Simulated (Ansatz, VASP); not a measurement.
## Two plane-wave programs on GaP

INCAR

```
ALGO     = Normal         # electronic algorithm
EDIFF    = 1E-6           # SCF threshold, eV
ENCUT    = 500            # plane-wave cutoff, eV
GGA      = PE             # functional
GGA_COMPAT= F            
ISIF     = 2              # what is computed and relaxed
ISMEAR   = -1             # smearing method
LASPH    = T              # aspherical terms in the spheres
LCHARG   = F              # write CHGCAR
LREAL    = F              # projectors in reciprocal space
LWAVE    = F              # write WAVECAR
NBANDS   = 16             # bands
NELM     = 120            # most SCF steps
PREC     = Accurate       # precision mode
SIGMA    = 0.05           # smearing width, eV
```

Contents of KPOINTS:

```
k-points
0
Gamma
  8 8 9
```

Contents of POSCAR:

```
GaP
1.0
    3.5244548588      0.0000000000      0.0000000000
    0.0000000000      3.5244548588      0.0000000000
    0.0000000000      0.0000000000      2.8575261116
Ga P
1 1
Direct
    0.0000000000      0.0000000000      0.0000000000
    0.5000000000      0.5000000000      0.5000000000
```

Contents of input.yaml:

```yaml
crystal:
  lattice:
    - [3.5244548588, 0.0, 0.0]
    - [0.0, 3.5244548588, 0.0]
    - [0.0, 0.0, 2.8575261116]
  atoms:
    - { symbol: Ga, position: [0.0, 0.0, 0.0] }
    - { symbol: P, position: [0.5, 0.5, 0.5] }
hamiltonian:
  xc: pbe
  pseudopotentials: { kind: paw, azcp: { folder: soft_1 } }
kpoints:
  mp_grid: { grid: [8, 8, 9] }
scf:
  occupations: { method: fermi_dirac, width: 0.05 }
output:
  forces: true
  stress: true
  eigenvalues: true
```

Alike in both runs: task single point; functional PBE; k mesh 8 × 8 × 9; occupations fermi-dirac, width 0.05 eV; no spin polarisation.

|  | VASP | Ansatz |
| --- | --- | --- |
| version | VASP 6.6.1 | Ansatz 0.2.0 |
| potentials or method | VASP PAW PBE potentials, release 64 (Ga_d, P) | Ansatz PAW soft_1 |
| plane-wave cutoff (eV) | 500 | 420 |
| valence electrons in the cell | 18 | 18 |

|  | VASP | Ansatz | Ansatz less VASP |
| --- | --- | --- | --- |
| gap on the k mesh at the Fermi level (eV) | none | none | - |
| pressure (GPa) | -3.9 | -3.9 | +0.02 |
| traceless stress, the component that is largest in VASP (GPa) | -0.13 | -0.13 | 0.000 |

A gap of «none» marks a metal or a gap that the smearing closes. The functional is the same, so the differences come from potentials, cutoffs and numerics.
